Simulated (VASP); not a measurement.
Crystal: Ag.

```
CELL_PARAMETERS angstrom
2.93000 0.00000 0.00000
-1.46500 2.53745 0.00000
0.00000 0.00000 4.79000
ATOMIC_POSITIONS crystal
Ag 0.33333 0.66667 0.25000
Ag 0.66667 0.33333 0.75000
```

This isn't the form of Ag at room conditions, which is fcc.

Base run:

```yaml
Program: VASP 6.6.1
Functional: r2SCAN
Potentials_or_basis: VASP PAW PBE potentials, release 64 (Ag)
Cutoff: 520 eV
k_mesh: 14 × 14 × 8
Occupations: fermi-dirac, width 0.05 eV
Spin: no spin polarisation
```

Its results: band gap on the k mesh zero (bands 11 and 12 overlap by 7.42 eV); pressure -2.4 GPa.

After a change of settings the same cell gave: band gap on the k mesh zero (bands 11 and 12 overlap by 6.96 eV); pressure 0.4 GPa. Which change was it?
A. functional from r2SCAN to PBEsol; further incar settings from ALGO = Normal; EDIFF = 1e-08; NBANDS = 18 to ALGO = Normal; EDIFF = 1e-06; NBANDS = 18
B. functional from r2SCAN to LDA; potentials or basis from VASP PAW PBE potentials, release 64 (Ag) to VASP PAW LDA potentials, release 64 (Ag)
C. functional from r2SCAN to PBE
D. functional from r2SCAN to PBEsol

C.

Caveats: the PAW data sets were made with another functional, which shifts forces and pressure a little (at least some runs).
